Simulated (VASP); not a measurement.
Runs of VASP 6.6.1 on HfC (rock salt type). The structure is that of space group Fm-3m (No. 225), or close to it. The cells are those of the table. 

```tsv
cell	gap on the mesh (eV)	pressure (GPa)
a = 3.299 Å, angles 60.0°, 2 atoms	none	-6.1
a = 3.331 Å, angles 60.0°, 2 atoms	none	-12.1
a = 3.288 Å, angles 60.0°, 2 atoms	none	(a)
a = 3.232 Å, angles 60.0°, 2 atoms	none	(b)
a = 3.198 Å, angles 60.0°, 2 atoms	none	17.6
```

Alike in all rows: task single point; level HSE06; potentials or basis VASP PAW PBE potentials, release 64 (Hf_pv, C); no spin polarisation; k mesh 4 × 4 × 4; cutoff (eV) 520; smearing fermi-dirac 0.1 eV.

Q: Fill in the values left out.

A: (a) -3.5; (b) 8.4.

Caveats: all runs use coarse meshes; the PAW data sets were made with another functional, which shifts forces and pressure a little; spin-orbit coupling is left out, which moves the levels of the heavy elements.

A k mesh can miss the band edges, and the runs leave out spin-orbit coupling on Hf.

A gap of «none» marks levels without a gap at the run's occupations.
